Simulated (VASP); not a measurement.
# O (P6_3/mmc) in VASP: single point with PBE

Aim: the single point of O with PBE.

Everything below comes from runs of VASP 6.6.1. Logs are shortened: lines on timing, memory, paths and dates and some standing lists are left out, and cuts for length are marked.

## (1) The cell of the first run

Symmetry: P6_3/mmc, No. 194, hexagonal system. The conventional cell has a = 2.675 Å, b = 2.675 Å, c = 2.630 Å, α = 90.00°, β = 90.00°, γ = 120.00°. O (site symmetry -6m2) has 14 O at 2.03 to 2.68 Å within 2.7 Å.

## (2) Single point, PBE

The input, POSCAR:

```
O
1.0
    2.6752157087      0.0000000000      0.0000000000
   -1.3376078543      2.3168047643      0.0000000000
    0.0000000000      0.0000000000      2.6300455624
O
2
Direct
    0.3333333333      0.6666666667      0.2500000000
    0.6666666667      0.3333333333      0.7500000000
```

The input, INCAR.step1:

```
PREC = Accurate ; ENCUT = 520
EDIFF = 1E-6 ; ISMEAR = -1
SIGMA = 0.08 ; LREAL = False
LASPH = True ; NELM = 80
ALGO = Normal ; ISIF = 2
LWAVE = False ; LCHARG = True
GGA = PE ; NBANDS = 13
```

The input, KPOINTS.step1:

```
Automatic mesh
0
Gamma
  17 17 9
```

The input, INCAR.step2:

```
PREC = Accurate ; ENCUT = 520
EDIFF = 1E-6 ; ISMEAR = -5
SIGMA = 0.08 ; LREAL = False
LASPH = True ; NELM = 80
ALGO = Normal ; ISIF = 2
LWAVE = False ; LCHARG = False
GGA = PE ; LORBIT = 11
NBANDS = 13 ; NEDOS = 1001
ICHARG = 11
```

The input, KPOINTS.step2:

```
Automatic mesh
0
Gamma
  26 26 14
```

Potentials or basis: VASP PAW PBE potentials, release 64 (O).

On the command line:

```sh
cat potpaw_PBE.64/O/POTCAR > POTCAR
cp INCAR.step1 INCAR
cp KPOINTS.step1 KPOINTS
mpirun -np 1 vasp_std > vasp.out
cp INCAR.step2 INCAR
cp KPOINTS.step2 KPOINTS
mpirun -np 1 vasp_std > vasp.out
```

OUTCAR:

```text
PREC = Accurate
   ENCUT = 520
   EDIFF = 1E-6
   ISMEAR = -5
   LREAL = False
   LASPH = True
   NELM = 80
   ISIF = 2
   GGA = PE
   LORBIT = 11
   ICHARG = 11

 ion  position               nearest neighbor table
   1  0.333  0.667  0.250-
   2  0.667  0.333  0.750-

  LATTYP: Found a hexagonal cell.
 ALAT       =     2.6752157087
 C/A-ratio  =     0.9831153256

  Lattice vectors:

 A1 = (   2.6752157087,   0.0000000000,   0.0000000000)
 A2 = (  -1.3376078543,   2.3168047643,   0.0000000000)
 A3 = (   0.0000000000,   0.0000000000,   2.6300455624)

Analysis of symmetry for initial positions (statically):
=====================================================================
 Subroutine PRICEL returns:
 Original cell was already a primitive cell.

 Routine SETGRP: Setting up the symmetry group for a
 hexagonal supercell.

 Subroutine GETGRP returns: Found 24 space group operations
 (whereof 12 operations were pure point group operations)
 out of a pool of 24 trial point group operations.

The static configuration has the point symmetry D_3d.
 The point group associated with its full space group is D_6h.

Analysis of symmetry for dynamics (positions and initial velocities):
=====================================================================
 Subroutine PRICEL returns:
 Original cell was already a primitive cell.

 Routine SETGRP: Setting up the symmetry group for a
 hexagonal supercell.

 Subroutine GETGRP returns: Found 24 space group operations
 (whereof 12 operations were pure point group operations)
 out of a pool of 24 trial point group operations.

The dynamic configuration has the point symmetry D_3d.
 The point group associated with its full space group is D_6h.

 Subroutine INISYM returns: Found 24 space group operations
 (whereof 12 operations are pure point group operations),
 and found     1 'primitive' translations

----------------------------------------------------------------------------------------

                                     Primitive cell

  volume of cell :      16.3009

  direct lattice vectors                    reciprocal lattice vectors
     2.675215709  0.000000000  0.000000000     0.373801633  0.215814473  0.000000000
    -1.337607854  2.316804764  0.000000000     0.000000000  0.431628947  0.000000000
     0.000000000  0.000000000  2.630045562     0.000000000  0.000000000  0.380221550

  length of vectors
     2.675215709  2.675215709  2.630045562     0.431628947  0.431628947  0.380221550

  position of ions in fractional coordinates (direct lattice)
     0.333333333  0.666666667  0.250000000
     0.666666667  0.333333333  0.750000000

  ion indices of the primitive-cell ions
   primitive index   ion index
                 1           1
                 2           2

----------------------------------------------------------------------------------------

 KPOINTS: Automatic mesh

Automatic generation of k-mesh.
 Grid dimensions read from file:
 generate k-points for:   26   26   14

 Generating k-lattice:

  Cartesian coordinates                     Fractional coordinates (reciprocal lattice)
     0.014376986  0.008300557  0.000000000     0.038461538 -0.000000000  0.000000000
     0.000000000  0.016601113  0.000000000     0.000000000  0.038461538  0.000000000
     0.000000000  0.000000000  0.027158682     0.000000000  0.000000000  0.071428571

  Length of vectors
     0.016601113  0.016601113  0.027158682

  Shift w.r.t. Gamma in fractional coordinates (k-lattice)
     0.000000000  0.000000000  0.000000000

 TETIRR: Found   9646 inequivalent tetrahedra from    56784

 Subroutine IBZKPT returns following result:
 ===========================================

 Found    560 irreducible k-points:

 Following reciprocal coordinates:
            Coordinates               Weight
  0.000000  0.000000  0.000000      1.000000
  0.038462 -0.000000  0.000000      6.000000
  0.076923 -0.000000  0.000000      6.000000
  0.115385 -0.000000  0.000000      6.000000
  0.153846 -0.000000  0.000000      6.000000
  0.192308 -0.000000  0.000000      6.000000
[... 16 lines left out ...]
  0.346154  0.038462  0.000000     12.000000
  0.384615  0.038462  0.000000     12.000000
 [... further k-points ...]
   k-points           NKPTS =    560   k-points in BZ     NKDIM =    560   number of bands    NBANDS=     13
   number of dos      NEDOS =   1001   number of ions     NIONS =      2
   total plane-waves  NPLWV =   8000
   dimension x,y,z NGX =    20 NGY =   20 NGZ =   20
   dimension x,y,z NGXF=    40 NGYF=   40 NGZF=   40
   ions per type =               2
   NGX,Y,Z   is equivalent  to a cutoff of  12.43, 12.43, 12.64 a.u.
   NGXF,Y,Z  is equivalent  to a cutoff of  24.86, 24.86, 25.28 a.u.
 SYSTEM =  unknown system
   PREC   = accura    normal or accurate (medium, high low for compatibility)
   ISTART =      0    job   : 0-new  1-cont  2-samecut
   ICHARG =     11    charge: 1-file 2-atom 10-const
   ISPIN  =      1    spin polarized calculation?
   LNONCOLLINEAR =      F non collinear calculations
   LSORBIT =      F    spin-orbit coupling
   LASPH  =      T    aspherical Exc in radial PAW
   ENCUT  =  520.0 eV  38.22 Ry    6.18 a.u.   4.97  4.97  4.89*2*pi/ulx,y,z
   NELM   =     80;   NELMIN=  2; NELMDL=  0     # of ELM steps
   EDIFF  = 0.1E-05   stopping-criterion for ELM
   LREAL  =      F    real-space projection
   EDIFFG = 0.1E-04   stopping-criterion for IOM
   NSW    =      0    number of steps for IOM
   IBRION =     -1    ionic relax: 0-MD 1-quasi-New 2-CG
   NFREE  =      0    steps in history (QN), initial steepest desc. (CG)
   ISIF   =      2    stress and relaxation
   ISYM   =      2    0-nonsym 1-usesym 2-fastsym
   POTIM  = 0.5000    time-step for ionic-motion
   TEBEG  =    0.0;   TEEND  =   0.0 temperature during run
   PSTRESS=    0.0 pullay stress
   NELECT =      12.0000    total number of electrons
   NUPDOWN=      -1.0000    fix difference up-down
   EMIN   =  10.00;   EMAX   =-10.00  energy-range for DOS
   EFERMI =   0.00;   METHOD = LEGACY
   ISMEAR =    -5;   SIGMA  =   0.08  broadening in eV -4-tet -1-fermi 0-gaus
   EFERMI_NEDOS =   21; number of points for ismear=-14 and -15
   IALGO  =     38    algorithm
   IMIX   =      4    mixing-type and parameters
     AMIX     =   0.40;   BMIX     =  1.00
     AMIX_MAG =   1.60;   BMIX_MAG =  1.00
  volume/ion in A,a.u.               =       8.15        55.00
  Fermi-wavevector in a.u.,A,eV,Ry     =   1.478194  2.793381 29.729508  2.185057
  Thomas-Fermi vector in A             =   2.592505
   LORBIT       =     11    0 simple, 1 ext, 2 COOP (PROOUT), +10 PAW based schemes
   GGA     = PE    functional components
   LHFCALC =     F    Hartree Fock is set to
   AEXX    =    0.0000 exact exchange contribution
   IVDW    =     0    specifies the selected vdW correction
   LEPSILON=     F    determine dielectric tensor
   LRPA    =     F    only Hartree local field effects (RPA)
 non-spin polarized calculation
 Fermi weights with tetrahedron method with Bloechl corrections
  energy-cutoff  :      520.00
  volume of cell :       16.30
 maximum number of plane-waves:       451
 NGX is ok and might be reduce to    20

 number of electron      11.9999999 magnetization

 Free energy of the ion-electron system (eV)
  ---------------------------------------------------
  ext. energy  EPLUGINS =         0.00000000
  ---------------------------------------------------
  free energy    TOTEN  =        -5.79683365 eV

  energy without entropy =       -5.79683365  energy(sigma->0) =       -5.79683365

 E-fermi :   2.1572     XC(G=0): -11.7648

 val. band max:        2.2730780200   @ k =   0.4231   0.1154   0.2857
 cond. band min:       2.0716798745   @ k =   0.4231   0.0385   0.0000
 fundamental gap:     -0.2013981456
 Fermi energy:         2.1572162942

 k-point     1 :       0.0000    0.0000    0.0000
  band No.  band energies     occupation
      1     -19.6160      2.00000
      2     -11.4276      2.00000
      3      -2.3211      2.00000
      4      -0.5340      2.00000
      5      -0.5340      2.00000
      6       2.7969      0.00000
      7       2.7969      0.00000
      8       4.3972      0.00000
      9      17.2002      0.00000
     10      19.3352      0.00000
     11      27.7627      0.00000
     12      27.7627      0.00000
     13      33.3263      0.00000

 k-point     2 :       0.0385   -0.0000    0.0000
  band No.  band energies     occupation
      1     -19.5914      2.00000
      2     -11.4532      2.00000
      3      -2.3010      2.00000
      4      -0.5669      2.00000
      5      -0.5609      2.00000
      6       2.7698      0.00000
      7       2.8223      0.00000
      8       4.3726      0.00000
      9      17.2442      0.00000
     10      19.3919      0.00000
     11      27.5662      0.00000
     12      27.8233      0.00000
     13      33.6280      0.00000

 k-point     3 :       0.0769   -0.0000    0.0000
  band No.  band energies     occupation
      1     -19.5179      2.00000
      2     -11.5304      2.00000
      3      -2.2412      2.00000
      4      -0.6603      2.00000
      5      -0.6400      2.00000
      6       2.6933      0.00000
      7       2.8937      0.00000
      8       4.2993      0.00000
      9      17.3686      0.00000
     10      19.5577      0.00000
     11      27.0868      0.00000
     12      28.0046      0.00000
     13      34.0809      0.00000
[... 305 lines left out ...]
 k-point    23 :       0.3462    0.0385    0.0000
  band No.  band energies     occupation
      1     -17.6256      2.00000
      2     -13.5864      2.00000
      3      -2.2991      2.00000
      4      -1.6350      2.00000
      5      -0.7465      2.00000
      6       1.8660      2.00000
      7       2.5718      0.00000
      8       3.7168      0.00000
      9      17.8568      0.00000
     10      22.9597      0.00000
     11      25.1539      0.00000
     12      29.0921      0.00000
     13      32.5589      0.00000

 k-point    24 :       0.3846    0.0385    0.0000
  band No.  band energies     occupation
      1     -17.2906      2.00000
      2     -13.9491      2.00000
      3      -2.4446      2.00000
      4      -1.7161      2.00000
      5      -0.4951      2.00000
      6       1.8200      2.00000
      7       2.2978      0.01521
      8       3.7724      0.00000
      9      17.7254      0.00000
     10      23.4289      0.00000
     11      25.2294      0.00000
     12      28.7270      0.00000
     13      33.1104      0.00000

 [... further k-points ...]
[... 5 lines left out ...]
  --------------------------------------------------------------------------------------
  -------------------------------------------------------------------------------------
  Total       -0.1428857     -0.1428857     -0.0776279     -0.0000000      0.0000000      0.0000000
  in kB      -14.0439047    -14.0439047     -7.6298612     -0.0000000      0.0000000      0.0000000
  external PRESSURE =     -11.9058902 kB  Pullay stress =       0.0000000 kB

 VOLUME and BASIS-vectors are now :
 -----------------------------------------------------------------------------
  energy-cutoff  :      520.00
  volume of cell :       16.30
      direct lattice vectors                 reciprocal lattice vectors
     2.675215709  0.000000000  0.000000000     0.373801633  0.215814473  0.000000000
    -1.337607854  2.316804764  0.000000000     0.000000000  0.431628947  0.000000000
     0.000000000  0.000000000  2.630045562     0.000000000  0.000000000  0.380221550

 POSITION                                       TOTAL-FORCE (eV/Angst)
 -----------------------------------------------------------------------------------
     -0.00000      1.54454      0.65751         0.000000      0.000000      0.000000
      1.33761      0.77227      1.97253        -0.000000     -0.000000      0.000000
 -----------------------------------------------------------------------------------
    total drift:                               -0.000000      0.000000     -0.000000

  FREE ENERGIE OF THE ION-ELECTRON SYSTEM (eV)
  ---------------------------------------------------
  free  energy   TOTEN  =        -5.7968336510 eV

  energy  without entropy=       -5.7968336510  energy(sigma->0) =       -5.79683365

 total charge

# of ion       s       p       d       tot
------------------------------------------
    1        1.668   2.924   0.000   4.591
    2        1.668   2.924   0.000   4.591
--------------------------------------------------
tot          3.335   5.848   0.000   9.183
```

Run time: 70 s. Hardware: 1 thread of Intel Xeon 8259CL, shared host; peak memory 0.21 GiB.

Results:

```yaml
Valence_electrons_inside_the_program's_atomic_spheres: O 4.59
```

Caveat: tetrahedron occupations give inexact forces and stress in metals.
